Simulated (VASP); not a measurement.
Input of a VASP 6.6.1 run:

INCAR

```
ALGO     = Normal         # electronic algorithm
EDIFF    = 1E-7           # SCF threshold, eV
ENCUT    = 520            # plane-wave cutoff, eV
GGA      = PE             # functional
ISIF     = 2              # what is computed and relaxed
ISMEAR   = 0              # smearing method
LASPH    = T              # aspherical terms in the spheres
LCHARG   = T              # write CHGCAR
LELF     = T              # ELF
LREAL    = F              # projectors in reciprocal space
LVHAR    = T            
LWAVE    = F              # write WAVECAR
NBANDS   = 74             # bands
NELM     = 100            # most SCF steps
PREC     = Accurate       # precision mode
SIGMA    = 0.1            # smearing width, eV
```

KPOINTS

```
k-points
0
Gamma
  9 9 4
```

File POSCAR:

```
Lu3As2Pb3
1.0
    5.3868772934      0.0000000000      0.0000000000
   -2.6934386467      4.6651725832      0.0000000000
    0.0000000000      0.0000000000     12.2529522474
Lu As Pb
3 2 3
Direct
    0.0000000000      0.0000000000      0.2606119443
    0.0000000000      0.0000000000      0.7393880557
    0.0000000000      0.0000000000      0.0000000000
    0.3333333333      0.6666666667      0.0000000000
    0.6666666667      0.3333333333      0.0000000000
    0.3333333333      0.6666666667      0.5000000000
    0.6666666667      0.3333333333      0.5000000000
    0.0000000000      0.0000000000      0.5000000000
```

Potentials or basis: VASP PAW PBE potentials, release 64 (Lu, As, Pb_d).

Launch:

```console
$ cat potpaw_PBE.64/Lu/POTCAR potpaw_PBE.64/As/POTCAR potpaw_PBE.64/Pb_d/POTCAR > POTCAR
$ mpirun -np 1 vasp_std > vasp.out
```

(1) Predict the pressure.

(2) Estimate the largest force.

## Answers

(1) 0.0 GPa.

(2) 0.005 eV/Å.
